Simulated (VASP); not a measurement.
# In4As5 in VASP: single point with PBE

Aim: the single point of In4As5 with PBE.

All numbers are computed with VASP 6.6.1; they aren't measurements. Logs are shortened: lines on timing, memory, paths and dates and some standing lists are left out, and cuts for length are marked.

**1. The cell of the first run**

The cell holds a slab with vacuum, 9 atoms: a = 4.277 Å, b = 4.277 Å, c = 32.096 Å, α = 90.00°, β = 90.00°, γ = 90.00°.

**2. Single point, PBE**

INCAR reads:

```
SYSTEM = In4As5
PREC = Accurate
ENCUT = 520
EDIFF = 1E-6
ISMEAR = 0
SIGMA = 0.05
LREAL = .False.
LASPH = .True.
NELM = 100
ALGO = Normal
ISIF = 2
LWAVE = .False.
LCHARG = .False.
LDIPOL = .True.
IDIPOL = 3
DIPOL = 0.5 0.5 0.505
GGA = PE
NBANDS = 48
```

KPOINTS reads:

```
regular mesh
0
Gamma
  6 6 1
  0 0 0
```

POSCAR reads:

```
In4As5
1.0
    4.2765818100      0.0000000000      0.0000000000
    0.0000000000      4.2765818100      0.0000000000
    0.0000000000      0.0000000000     32.0960001325
As In
5 4
Direct
    0.0000000000      0.5000000000      0.3115653028
    0.5000000000      0.0000000000      0.4057826514
    0.0000000000      0.5000000000      0.5026824706
    0.5000000000      0.0000000000      0.6018194024
    0.0000000000      0.5000000000      0.7024219103
    0.5000000000      0.5000000000      0.3586739818
    0.0000000000      0.0000000000      0.4528913304
    0.5000000000      0.5000000000      0.5524769700
    0.0000000000      0.0000000000      0.6525982352
```

Potentials or basis: VASP PAW PBE potentials, release 64 (As, In_d).

Launch:

```sh
> cat potpaw_PBE.64/As/POTCAR potpaw_PBE.64/In_d/POTCAR > POTCAR
> mpirun -np 1 vasp_std > vasp.out
```

OUTCAR:

```text
SYSTEM = In4As5
   PREC = Accurate
   ENCUT = 520
   EDIFF = 1E-6
   ISMEAR = 0
   LREAL = .False.
   LASPH = .True.
   NELM = 100
   ISIF = 2
   GGA = PE

 ion  position               nearest neighbor table
   1  0.000  0.500  0.312-   6 2.62   6 2.62
   2  0.500  0.000  0.406-   6 2.62   6 2.62   7 2.62   7 2.62
   3  0.000  0.500  0.503-   7 2.67   7 2.67   8 2.67   8 2.67
   4  0.500  0.000  0.602-   8 2.66   8 2.66   9 2.69   9 2.69
   5  0.000  0.500  0.702-   9 2.67   9 2.67
   6  0.500  0.500  0.359-   2 2.62   2 2.62   1 2.62   1 2.62
   7  0.000  0.000  0.453-   2 2.62   2 2.62   3 2.67   3 2.67
   8  0.500  0.500  0.552-   4 2.66   4 2.66   3 2.67   3 2.67
   9  0.000  0.000  0.653-   5 2.67   5 2.67   4 2.69   4 2.69

  LATTYP: Found a simple tetragonal cell.
 ALAT       =     4.2765818100
 C/A-ratio  =     7.5050593110

  Lattice vectors:

 A1 = (   4.2765818100,   0.0000000000,   0.0000000000)
 A2 = (   0.0000000000,   4.2765818100,   0.0000000000)
 A3 = (   0.0000000000,   0.0000000000,  32.0960001325)

Analysis of symmetry for initial positions (statically):
=====================================================================
 Subroutine PRICEL returns:
 Original cell was already a primitive cell.

 Routine SETGRP: Setting up the symmetry group for a
 simple tetragonal supercell.

 Subroutine GETGRP returns: Found  4 space group operations
 (whereof  4 operations were pure point group operations)
 out of a pool of 16 trial point group operations.

The static configuration has the point symmetry C_2v.

Analysis of symmetry for dynamics (positions and initial velocities):
=====================================================================
 Subroutine PRICEL returns:
 Original cell was already a primitive cell.

 Routine SETGRP: Setting up the symmetry group for a
 simple tetragonal supercell.

 Subroutine GETGRP returns: Found  4 space group operations
 (whereof  4 operations were pure point group operations)
 out of a pool of 16 trial point group operations.

The dynamic configuration has the point symmetry C_2v.

 Subroutine INISYM returns: Found  4 space group operations
 (whereof  4 operations are pure point group operations),
 and found     1 'primitive' translations

----------------------------------------------------------------------------------------

                                     Primitive cell

  volume of cell :     587.0086

  direct lattice vectors                    reciprocal lattice vectors
     4.276581810  0.000000000  0.000000000     0.233831608  0.000000000  0.000000000
     0.000000000  4.276581810  0.000000000     0.000000000  0.233831608  0.000000000
     0.000000000  0.000000000 32.096000133     0.000000000  0.000000000  0.031156530

  length of vectors
     4.276581810  4.276581810 32.096000133     0.233831608  0.233831608  0.031156530

  position of ions in fractional coordinates (direct lattice)
     0.000000000  0.500000000  0.311565303
     0.500000000  0.000000000  0.405782651
     0.000000000  0.500000000  0.502682471
     0.500000000  0.000000000  0.601819402
     0.000000000  0.500000000  0.702421910
     0.500000000  0.500000000  0.358673982
     0.000000000  0.000000000  0.452891330
     0.500000000  0.500000000  0.552476970
     0.000000000  0.000000000  0.652598235

  ion indices of the primitive-cell ions
   primitive index   ion index
                 1           1
                 2           2
                 3           3
                 4           4
                 5           5
                 6           6
                 7           7
                 8           8
                 9           9

----------------------------------------------------------------------------------------

 KPOINTS: regular mesh

Automatic generation of k-mesh.
 Grid dimensions read from file:
 generate k-points for:    6    6    1

 Generating k-lattice:

  Cartesian coordinates                     Fractional coordinates (reciprocal lattice)
     0.038971935  0.000000000  0.000000000     0.166666667  0.000000000  0.000000000
     0.000000000  0.038971935  0.000000000     0.000000000  0.166666667  0.000000000
     0.000000000  0.000000000  0.031156530     0.000000000  0.000000000  1.000000000

  Length of vectors
     0.038971935  0.038971935  0.031156530

  Shift w.r.t. Gamma in fractional coordinates (k-lattice)
     0.000000000  0.000000000  0.000000000

 Subroutine IBZKPT returns following result:
 ===========================================

 Found     16 irreducible k-points:

 Following reciprocal coordinates:
            Coordinates               Weight
  0.000000  0.000000  0.000000      1.000000
  0.166667  0.000000  0.000000      2.000000
  0.000000  0.166667  0.000000      2.000000
  0.333333  0.000000  0.000000      2.000000
  0.000000  0.333333  0.000000      2.000000
  0.500000  0.000000  0.000000      1.000000
[... 8 lines left out ...]
 -0.333333  0.500000  0.000000      2.000000
  0.500000  0.500000  0.000000      1.000000
   k-points           NKPTS =     16   k-points in BZ     NKDIM =     16   number of bands    NBANDS=     48
   number of dos      NEDOS =    301   number of ions     NIONS =      9
   total plane-waves  NPLWV = 245760
   dimension x,y,z NGX =    32 NGY =   32 NGZ =  240
   dimension x,y,z NGXF=    64 NGYF=   64 NGZF=  480
   ions per type =               5   4
   NGX,Y,Z   is equivalent  to a cutoff of  12.44, 12.44, 12.43 a.u.
   NGXF,Y,Z  is equivalent  to a cutoff of  24.88, 24.88, 24.86 a.u.
 SYSTEM =  In4As5
   PREC   = accura    normal or accurate (medium, high low for compatibility)
   ISTART =      0    job   : 0-new  1-cont  2-samecut
   ICHARG =      2    charge: 1-file 2-atom 10-const
   ISPIN  =      1    spin polarized calculation?
   LNONCOLLINEAR =      F non collinear calculations
   LSORBIT =      F    spin-orbit coupling
   LASPH  =      T    aspherical Exc in radial PAW
   ENCUT  =  520.0 eV  38.22 Ry    6.18 a.u.   7.95  7.95 59.68*2*pi/ulx,y,z
   NELM   =    100;   NELMIN=  2; NELMDL= -5     # of ELM steps
   EDIFF  = 0.1E-05   stopping-criterion for ELM
   LREAL  =      F    real-space projection
   EDIFFG = 0.1E-04   stopping-criterion for IOM
   NSW    =      0    number of steps for IOM
   IBRION =     -1    ionic relax: 0-MD 1-quasi-New 2-CG
   NFREE  =      0    steps in history (QN), initial steepest desc. (CG)
   ISIF   =      2    stress and relaxation
   ISYM   =      2    0-nonsym 1-usesym 2-fastsym
   POTIM  = 0.5000    time-step for ionic-motion
   TEBEG  =    0.0;   TEEND  =   0.0 temperature during run
   PSTRESS=    0.0 pullay stress
   NELECT =      77.0000    total number of electrons
   NUPDOWN=      -1.0000    fix difference up-down
   EMIN   =  10.00;   EMAX   =-10.00  energy-range for DOS
   EFERMI =   0.00;   METHOD = LEGACY
   ISMEAR =     0;   SIGMA  =   0.05  broadening in eV -4-tet -1-fermi 0-gaus
   EFERMI_NEDOS =   21; number of points for ismear=-14 and -15
   IALGO  =     38    algorithm
   IMIX   =      4    mixing-type and parameters
     AMIX     =   0.40;   BMIX     =  1.00
     AMIX_MAG =   1.60;   BMIX_MAG =  1.00
  volume/ion in A,a.u.               =      65.22       440.15
  Fermi-wavevector in a.u.,A,eV,Ry     =   0.831809  1.571891  9.413954  0.691906
  Thomas-Fermi vector in A             =   1.944759
   LORBIT       =      0    0 simple, 1 ext, 2 COOP (PROOUT), +10 PAW based schemes
   GGA     = PE    functional components
   LHFCALC =     F    Hartree Fock is set to
   AEXX    =    0.0000 exact exchange contribution
   IVDW    =     0    specifies the selected vdW correction
   LEPSILON=     F    determine dielectric tensor
   LRPA    =     F    only Hartree local field effects (RPA)
 non-spin polarized calculation
 Gauss-broadening in eV      SIGMA  =   0.05
  energy-cutoff  :      520.00
  volume of cell :      587.01
 maximum number of plane-waves:     15904
   NGX = 15   NGY = 15   NGZ =119

 dipolmoment           0.000000      0.000000     -0.006694 electrons x Angstroem

 number of electron      77.0000028 magnetization

 dipolmoment           0.000000      0.000000      0.003854 electrons x Angstroem

 Free energy of the ion-electron system (eV)
  ---------------------------------------------------
  ext. energy  EPLUGINS =         0.00000000
  ---------------------------------------------------
  free energy    TOTEN  =       -32.28132209 eV

  energy without entropy =      -32.27181376  energy(sigma->0) =      -32.27656793

 E-fermi :  -1.6986     XC(G=0):  -4.4791

 val. band max:       -1.7165171104   @ k =   0.0000   0.3333   0.0000
 cond. band min:      -1.6862580243   @ k =   0.1667   0.0000   0.0000
 fundamental gap:      0.0302590861
 Fermi energy:        -1.6986344289

 k-point     1 :       0.0000    0.0000    0.0000
  band No.  band energies     occupation
      1     -15.9756      2.00000
      2     -15.8714      2.00000
      3     -15.8438      2.00000
      4     -15.8299      2.00000
      5     -15.7697      2.00000
      6     -15.7604      2.00000
[... 40 lines left out ...]
     47       1.6050      0.00000
     48       2.1470      0.00000

 k-point     2 :       0.1667    0.0000    0.0000
  band No.  band energies     occupation
      1     -15.9693      2.00000
      2     -15.8802      2.00000
      3     -15.8453      2.00000
      4     -15.8285      2.00000
      5     -15.7776      2.00000
      6     -15.7614      2.00000
[... 40 lines left out ...]
     47       2.3826      0.00000
     48       2.8931      0.00000

 k-point     3 :       0.0000    0.1667    0.0000
  band No.  band energies     occupation
      1     -15.9680      2.00000
      2     -15.8735      2.00000
      3     -15.8425      2.00000
      4     -15.8421      2.00000
      5     -15.7720      2.00000
      6     -15.7659      2.00000
[... 652 lines left out ...]
     47       2.5320      0.00000
     48       2.6880      0.00000

 k-point    16 :       0.5000    0.5000    0.0000
  band No.  band energies     occupation
      1     -15.9819      2.00000
      2     -15.9760      2.00000
      3     -15.8694      2.00000
      4     -15.7919      2.00000
      5     -15.7764      2.00000
      6     -15.7761      2.00000
[... 40 lines left out ...]
     47       2.2538      0.00000
     48       2.2942      0.00000

------------------------ aborting loop because EDIFF is reached ----------------------------------------

 vacuum level on the upper side and lower side of the slab       (xc-potential included)         0.011        -0.026

  FORCE on cell =-STRESS in cart. coord.  units (eV):
  Direction    XX          YY          ZZ          XY          YZ          ZX
  --------------------------------------------------------------------------------------
  -------------------------------------------------------------------------------------
  Total        0.5508617     -0.2692938      2.2690247      0.0000000      0.0000000      0.0000000
  in kB        1.5035182     -0.7350087      6.1930604      0.0000000      0.0000000      0.0000000
  external PRESSURE =       2.3205233 kB  Pullay stress =       0.0000000 kB

 VOLUME and BASIS-vectors are now :
 -----------------------------------------------------------------------------
  energy-cutoff  :      520.00
  volume of cell :      587.01
      direct lattice vectors                 reciprocal lattice vectors
     4.276581810  0.000000000  0.000000000     0.233831608  0.000000000  0.000000000
     0.000000000  4.276581810  0.000000000     0.000000000  0.233831608  0.000000000
     0.000000000  0.000000000 32.096000133     0.000000000  0.000000000  0.031156530

 POSITION                                       TOTAL-FORCE (eV/Angst)
 -----------------------------------------------------------------------------------
      0.00000      2.13829     10.00000         0.000000      0.000000     -0.324014
      2.13829      0.00000     13.02400         0.000000      0.000000      0.237136
      0.00000      2.13829     16.13410         0.000000      0.000000      0.001846
      2.13829      0.00000     19.31600         0.000000      0.000000      0.004804
      0.00000      2.13829     22.54493         0.000000      0.000000      0.024281
      2.13829      2.13829     11.51200         0.000000      0.000000     -0.306705
      0.00000      0.00000     14.53600         0.000000      0.000000      0.374509
      2.13829      2.13829     17.73230         0.000000      0.000000     -0.001783
      0.00000      0.00000     20.94579         0.000000      0.000000     -0.010075
 -----------------------------------------------------------------------------------
    total drift:                                0.000000     -0.000000      0.000028

  FREE ENERGIE OF THE ION-ELECTRON SYSTEM (eV)
  ---------------------------------------------------
  free  energy   TOTEN  =       -32.2813220949 eV

  energy  without entropy=      -32.2718137649  energy(sigma->0) =      -32.27656793

 vacuum level on the upper side and lower side of the slab         4.148         4.110
```

Wall time 14 min (1 thread of Oxide Virtual Turin-like, shared host); peak memory 0.68 GiB.

What came out:

* Free energy: -32.2813 eV
* Largest force: 0.375 eV/Å

Forces on the atoms (eV/Å):
```
As   0.000  0.000 -0.324
As   0.000  0.000  0.237
As   0.000  0.000  0.002
As   0.000  0.000  0.005
As   0.000  0.000  0.024
In   0.000  0.000 -0.307
In   0.000  0.000  0.375
In   0.000  0.000 -0.002
In   0.000  0.000 -0.010
```

Caveat: spin-orbit coupling is left out, which moves the levels of the heavy elements.
